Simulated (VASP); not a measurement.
Here is a VASP 6.6.1 calculation.

The input INCAR:

```
  ALGO = Normal
  EDIFF = 1E-6
  ENCUT = 520
  GGA = PE
  ISIF = 2
  ISMEAR = 0
  LASPH = T
  LCHARG = T
  LELF = T
  LREAL = F
  LVHAR = T
  LWAVE = F
  NBANDS = 32
  NELM = 60
  PREC = Accurate
  SIGMA = 0.0206
```

The input KPOINTS:

```
k-points
0
Gamma
  5 5 5
```

The input POSCAR:

```
TlCd2Se2
1.0
    0.0000000000      4.1821410000      0.0000000000
    4.1821410000      0.0000000000      0.0000000000
    2.0910710000      2.0910710000     -7.4069110000
Tl Cd Se
1 2 2
Direct
    0.0000000000      0.0000000000      0.0000000000
    0.7500000000      0.2500000000      0.5000000000
    0.2500000000      0.7500000000      0.5000000000
    0.3600000000      0.3600000000      0.2800000000
    0.6400000000      0.6400000000      0.7200000000
```

Potentials or basis: VASP PAW PBE potentials, release 64 (Tl_d, Cd, Se).

Run with:

```sh
$ cat potpaw_PBE.64/Tl_d/POTCAR potpaw_PBE.64/Cd/POTCAR potpaw_PBE.64/Se/POTCAR > POTCAR
$ mpirun -np 1 vasp_std > vasp.out
```

Estimate the largest force.

1.678 eV/Å.

What does it give for the pressure?

8.7 GPa.

Stress tensor (GPa, compression positive):
```
9.62 0.00 0.00
0.00 9.62 0.00
0.00 0.00 6.89
```

Caveat: forces of over 1 eV/Å act on the atoms, so gaps and moduli don't describe the material at rest.
